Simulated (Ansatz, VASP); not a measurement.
# Mg in VASP and in Ansatz

The input INCAR:

```
ALGO = Normal
EDIFF = 1E-7
EDIFFG = -0.05
ENCUT = 840
GGA = PS
GGA_COMPAT = False
IBRION = 2
ISIF = 3
ISMEAR = 0
LASPH = True
LCHARG = False
LREAL = False
LWAVE = False
NELM = 120
NELMIN = 4
NSW = 80
PREC = Accurate
SIGMA = 0.1
```

The input KPOINTS:

```
k-points
0
Gamma
  10 10 10
```

File POSCAR:

```
Mg
1.0
   -1.5109919964      1.5109919964      1.4220273727
    1.5109919964     -1.5109919964      1.4220273727
    1.5109919964      1.5109919964     -1.4220273727
Mg
1
Direct
    0.0000000000      0.0000000000      0.0000000000
```

Input for Ansatz:

```yaml
crystal:
  lattice:
    - [-1.5109919964, 1.5109919964, 1.4220273727]
    - [1.5109919964, -1.5109919964, 1.4220273727]
    - [1.5109919964, 1.5109919964, -1.4220273727]
  atoms:
    - { symbol: Mg, position: [0.0, 0.0, 0.0] }
basis:
  ecutwfc: 420
kpoints:
  mp_grid: { grid: [10, 10, 10] }
hamiltonian:
  xc: pbesol
scf:
  occupations: { method: gaussian, width: 0.1 }
output:
  forces: true
  stress: true
  eigenvalues: true
relax:
  adjacent_minimum: "off"
  f_tol: 0.05
  max_steps: 60
  cell: { stress_tol: 0.5 }
```

Alike in both runs: task relaxation of cell and atoms; functional PBEsol; k mesh 10 × 10 × 10; occupations gaussian, width 0.1 eV; no spin polarisation.

|  | VASP | Ansatz |
| --- | --- | --- |
| version | VASP 6.6.1 | Ansatz 0.2.0 |
| potentials or method | VASP PAW PBE potentials, release 64 (Mg_sv), cutoff 840 eV | scalar-relativistic, plane waves, PAW |
| valence electrons in the cell | 10 | 10 |

Ansatz gave:

```
gap on the k mesh at the Fermi level, each at its own relaxed structure (eV)  : none
relaxed volume (Å³/atom)                                                      : 22.31
relaxed length of the cell vector where the two differ most in proportion (Å) : 3.073
```

What did VASP give for the same quantities?

gap on the k mesh at the Fermi level, each at its own relaxed structure (eV): none; relaxed volume (Å³/atom): 22.39; relaxed length of the cell vector where the two differ most in proportion (Å): 3.077.

VASP's potentials were made for PBE, not for PBEsol. A gap of «none» marks a metal or a gap that the smearing closes.

Noted on VASP's run: the volume moved by over 15 % at a fixed basis, so the end points are rough.
